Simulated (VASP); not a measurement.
Write the native input for VASP 6.6.1 that does the following.

| Item | Value |
| --- | --- |
| Task | single point |
| Functional | PBE |
| Potentials or basis | VASP PAW PBE potentials, release 64 (Ag, I) |
| Cutoff | 500 eV |
| k mesh | 6 × 6 × 2 |
| Occupations | gaussian, width 0.01 eV |
| Spin | no spin polarisation |
| Dipole correction | no |
| Further INCAR settings | ALGO = Normal; EDIFF = 1e-06; NBANDS = 26 |

The structure of AgI lies in POSCAR:

```
AgI
1.0
    4.6507421514      0.0000000000      0.0000000000
   -2.3253710757      4.0276608495      0.0000000000
    0.0000000000      0.0000000000      7.5997163705
Ag I
2 2
Direct
    0.6666666667      0.3333333333      0.6275238183
    0.3333333333      0.6666666667      0.1275238183
    0.6666666667      0.3333333333      0.0024761817
    0.3333333333      0.6666666667      0.5024761817
```

The input as run:

INCAR

```
SYSTEM = AgI
ALGO = Normal ; EDIFF = 1E-6
ENCUT = 500 ; GGA = PE
GGA_COMPAT = .FALSE. ; ISIF = 2
ISMEAR = 0 ; LASPH = .TRUE.
LCHARG = .FALSE. ; LREAL = .FALSE.
LWAVE = .FALSE. ; NBANDS = 26
NELM = 120 ; PREC = Accurate
SIGMA = 0.01
```

KPOINTS

```
k-points
0
G
  6 6 2
  0 0 0
```

Potentials or basis: VASP PAW PBE potentials, release 64 (Ag, I).

The run is started by

```bash
$ cat potpaw_PBE.64/Ag/POTCAR potpaw_PBE.64/I/POTCAR > POTCAR
$ mpirun -np 1 vasp_std > vasp.out
```

Results of the run:

The pressure is 0.6 GPa and the band gap on the k mesh is 1.37 eV.

Caveat: spin-orbit coupling is left out, which moves the levels of the heavy elements.

It took 30 s on 1 thread of AMD EPYC 9R45 96-Core Processor (Zen 5), on a shared host, peak memory 0.23 GiB.
